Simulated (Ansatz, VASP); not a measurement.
Si3C2 in VASP and in Ansatz

The input INCAR:

```
ALGO     = Normal         # electronic algorithm
EDIFF    = 1E-6           # SCF threshold, eV
EDIFFG   = -0.01          # ionic threshold
ENCUT    = 600            # plane-wave cutoff, eV
GGA      = PE             # functional
IBRION   = 2              # ionic algorithm
ISIF     = 3              # what is computed and relaxed
ISMEAR   = 0              # smearing method
LASPH    = T              # aspherical terms in the spheres
LCHARG   = F              # write CHGCAR
LREAL    = F              # projectors in reciprocal space
LWAVE    = F              # write WAVECAR
NELM     = 80             # most SCF steps
NSW      = 100            # ionic steps
PREC     = Accurate       # precision mode
SIGMA    = 0.1            # smearing width, eV
```

Contents of KPOINTS:

```
k-points
0
Gamma
  12 12 12
```

The input POSCAR:

```
Si3C2
1.0
    1.4824300481      0.8558813873      6.5705842004
   -1.4824300481      0.8558813873      6.5705842004
    0.0000000000     -1.7117627747      6.5705842004
Si C
3 2
Direct
    0.2837873339      0.2837873339      0.2837873339
    0.5000000000      0.5000000000      0.5000000000
    0.7162126661      0.7162126661      0.7162126661
    0.8969883632      0.8969883632      0.8969883632
    0.1030116368      0.1030116368      0.1030116368
```

Input for Ansatz:

```yaml
crystal:
  lattice:
    - [1.4824300481, 0.8558813873, 6.5705842004]
    - [-1.4824300481, 0.8558813873, 6.5705842004]
    - [0.0, -1.7117627747, 6.5705842004]
  atoms:
    - { symbol: Si, position: [0.2837873339, 0.2837873339, 0.2837873339] }
    - { symbol: Si, position: [0.5, 0.5, 0.5] }
    - { symbol: Si, position: [0.7162126661, 0.7162126661, 0.7162126661] }
    - { symbol: C, position: [0.8969883632, 0.8969883632, 0.8969883632] }
    - { symbol: C, position: [0.1030116368, 0.1030116368, 0.1030116368] }
basis:
  ecutwfc: 420
kpoints:
  mp_grid: { grid: [12, 12, 12] }
hamiltonian:
  xc: pbe
scf:
  occupations: { method: gaussian, width: 0.1 }
output:
  forces: true
  stress: true
  eigenvalues: true
  write_density: true
  write_potential: true
  elf: true
  volumetric_format: npy
relax:
  adjacent_minimum: "off"
  f_tol: 0.01
  max_steps: 80
  cell: { stress_tol: 0.05 }
```

Alike in both runs: task relaxation of cell and atoms; functional PBE; k mesh 12 × 12 × 12; occupations gaussian, width 0.1 eV; no spin polarisation.

|  | VASP | Ansatz |
| --- | --- | --- |
| version | VASP 6.6.1 | Ansatz 0.2.0 |
| potentials or method | VASP PAW PBE potentials, release 64 (Si, C), cutoff 600 eV | scalar-relativistic, plane waves, PAW |
| valence electrons in the cell | 20 | 20 |

Ansatz gave:

| Quantity | Value |
| --- | --- |
| gap on the k mesh at the Fermi level, each at its own relaxed structure (eV) | none |
| relaxed volume (Å³/atom) | 9.95 |
| relaxed cell length with the largest relative difference (Å) | 6.804 |

Problem. What did VASP give for the same quantities?

Solution. gap on the k mesh at the Fermi level, each at its own relaxed structure (eV): none; relaxed volume (Å³/atom): 9.95; relaxed cell length with the largest relative difference (Å): 6.803.

A gap of «none» marks a metal or a gap that the smearing closes.
